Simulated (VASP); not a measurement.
Input of a VASP 6.6.1 run:

INCAR

```
SYSTEM = LiF
PREC     = Accurate       ! precision mode
ENCUT    = 520            ! plane-wave cutoff, eV
EDIFF    = 1E-6           ! SCF threshold, eV
ISMEAR   = 0              ! smearing method
SIGMA    = 0.05           ! smearing width, eV
LREAL    = .FALSE.        ! projectors in reciprocal space
LASPH    = .TRUE.         ! aspherical terms in the spheres
NELM     = 80             ! most SCF steps
ALGO     = Normal         ! electronic algorithm
ISIF     = 2              ! what is computed and relaxed
LWAVE    = .FALSE.        ! write WAVECAR
LCHARG   = .TRUE.         ! write CHGCAR
LELF     = .TRUE.         ! ELF
LVHAR    = .TRUE.       
NBANDS   = 12             ! bands
```

KPOINTS

```
Automatic mesh
0
G
  10 10 10
  0 0 0
```

Contents of POSCAR:

```
LiF
1.0
    2.6107236600      0.0000000000      0.0000000000
    0.0000000000      2.6107236600      0.0000000000
    0.0000000000      0.0000000000      2.5595330000
Li F
1 1
Direct
    0.0000000000      0.0000000000      0.0000000000
    0.5000000000      0.5000000000      0.5000000000
```

Potentials or basis: VASP PAW LDA potentials, release 64 (Li_sv, F).

Run with:

```console
$ cat potpaw_LDA.64/Li_sv/POTCAR potpaw_LDA.64/F/POTCAR > POTCAR
$ mpirun -np 1 vasp_std > vasp.out
```

(1) What does it give for the band gap on the k mesh?

Answers

(1) 6.90 eV (least direct gap 7.50 eV).

Caveat: the cell differs from its parent crystal (strain +0.0200 x Voigt [1, 1, 0, 0, 0, 0]).
